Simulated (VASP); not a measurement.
Here is a VASP 6.6.1 calculation.

Contents of POSCAR:

```
CdNi2SnTe4
1.0
   -4.0395660000      4.0395660000      3.4106810000
    4.0395660000     -4.0395660000      3.4106810000
    4.0395660000      4.0395660000     -3.4106810000
Ni Cd Sn Te
2 1 1 4
Direct
    0.5000000000      0.0000000000      0.5000000000
    0.0000000000      0.5000000000      0.5000000000
    0.5000000000      0.5000000000      0.0000000000
    0.0000000000      0.0000000000      0.0000000000
    0.9497200000      0.9497200000      0.3498800000
    0.0502800000      0.4001600000      0.0000000000
    0.5998400000      0.5998400000      0.6501200000
    0.4001600000      0.0502800000      0.0000000000
```

The input INCAR.step1:

```
SYSTEM = CdNi2SnTe4
ALGO = Normal
EDIFF = 1E-5
ENCUT = 660
GGA = PE
GGA_COMPAT = .False.
ISMEAR = 1
LASPH = .True.
LCHARG = .False.
LREAL = .False.
LWAVE = .True.
NBANDS = 45
NELM = 120
PREC = Accurate
SIGMA = 0.2253
```

INCAR.step2

```
SYSTEM = CdNi2SnTe4
ALGO = Normal
EDIFF = 1E-6
ENCUT = 660
GGA_COMPAT = .False.
ISIF = 2
ISMEAR = 1
ISTART = 1
LASPH = .True.
LCHARG = .False.
LMIXTAU = .True.
LREAL = .False.
LWAVE = .False.
METAGGA = R2SCAN
NBANDS = 45
NELM = 120
PREC = Accurate
SIGMA = 0.2253
```

Contents of KPOINTS:

```
k-points
0
Gamma
  7 7 7
  0 0 0
```

Potentials or basis: VASP PAW PBE potentials, release 64 (Ni, Cd, Sn_d, Te).

Launch:

```bash
$ cat potpaw_PBE.64/Ni/POTCAR potpaw_PBE.64/Cd/POTCAR potpaw_PBE.64/Sn_d/POTCAR potpaw_PBE.64/Te/POTCAR > POTCAR
$ cp INCAR.step1 INCAR
$ mpirun -np 1 vasp_std > vasp.out
$ cp INCAR.step2 INCAR
$ mpirun -np 1 vasp_std > vasp.out
```

Problem. Estimate the largest force.

Solution. 3.698 eV/Å.

Problem. Predict the pressure.

Solution. 5.9 GPa.

Problem. What does it give for the band gap on the k mesh?

Solution. Zero (bands 35 and 36 overlap by 0.12 eV).

Stress tensor (GPa, compression positive):
```
4.59 0.00 0.00
0.00 4.59 0.00
0.00 0.00 8.62
```

Caveat: the cell stands under pressure; the PAW data sets were made with another functional, which shifts forces and pressure a little; spin-orbit coupling is left out, which moves the levels of the heavy elements. Spin polarisation is off, so any magnetic state and its effect on volume and gap are missing.
